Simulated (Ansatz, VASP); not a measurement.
One calculation of Co, two programs

```xyz
2
Lattice="2.3407 0.0000 0.0000 -1.1703 2.0271 0.0000 0.0000 0.0000 4.5884" Properties=species:S:1:pos:R:3 pbc="T T T"
Co    1.1703    0.6757    1.1924
Co    0.0000    1.3514    3.3961
```

Alike in both runs: task single point; functional PBEsol; k mesh 24 × 24 × 14; occupations gaussian, width 0.15 eV; collinear spin.

|  | VASP | Ansatz |
| --- | --- | --- |
| version | VASP 6.6.1 | Ansatz 0.2.0 |
| potentials or method | VASP PAW PBE potentials, release 64 (Co), cutoff 520 eV | scalar-relativistic, plane waves, PAW |
| valence electrons in the cell | 18 | 34 |

VASP gave:

| Quantity | Value |
| --- | --- |
| gap on the k mesh at the Fermi level (eV) | none |
| pressure (GPa) | -0.5 |
| traceless stress, the component that is largest in VASP (GPa) | -33.81 |
| rms of the force components (eV/Å) | 0.083 |
| net moment per atom (μB) | 1.64 |
| size of the moment on the site where the two differ most (μB) | 1.65 |

Task: Estimate Ansatz's values.

Result: gap on the k mesh at the Fermi level (eV): none; pressure (GPa): 0.4; traceless stress, the component that is largest in VASP (GPa): -34.72; rms of the force components (eV/Å): 0.089; net moment per atom (μB): 1.65; size of the moment on the site where the two differ most (μB): 1.70.

VASP's potentials were made for PBE, not for PBEsol. Site moments also hang on the region over which each program counts them. Atom by atom the forces differ by 0.007 eV/Å (rms over components). A gap of «none» marks a metal or a gap that the smearing closes. The functional is the same, so the differences come from potentials, cutoffs and numerics. VASP's potentials hold 18 valence electrons a cell and Ansatz's 34, so a difference there can come from the potentials and not from the codes.
